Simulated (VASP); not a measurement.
Input of a VASP 6.6.1 run:

Contents of INCAR:

```
SYSTEM = GePt
PREC = Accurate
ENCUT = 520
EDIFF = 1E-6
ISMEAR = 0
SIGMA = 0.1
LREAL = .FALSE.
LASPH = .TRUE.
NELM = 60
ALGO = Normal
ISIF = 2
LWAVE = .FALSE.
LCHARG = .FALSE.
GGA = PE
NBANDS = 19
```

Contents of KPOINTS:

```
regular mesh
0
G
  6 6 6
  0 0 0
```

POSCAR

```
GePt
1.0
    0.0000000000      2.5594838200      2.5594838200
    2.5594838200      0.0000000000      2.5594838200
    2.5594838200      2.5594838200      0.0000000000
Ge Pt
1 1
Direct
    0.0000000000      0.0000000000      0.0000000000
    0.7500000000      0.7500000000      0.7500000000
```

Potentials or basis: VASP PAW PBE potentials, release 64 (Ge_d, Pt).

Run with:

```console
$ cat potpaw_PBE.64/Ge_d/POTCAR potpaw_PBE.64/Pt/POTCAR > POTCAR
$ mpirun -np 1 vasp_std > vasp.out
```

Question: Estimate the pressure.

Answer: 58.0 GPa.

Question: Predict the band gap on the k mesh.

Answer: Zero (band 12 reaches 14.86 eV, above the bottom of band 13 at 8.12 eV).

Caveat: spin-orbit coupling is left out, which moves the levels of the heavy elements.
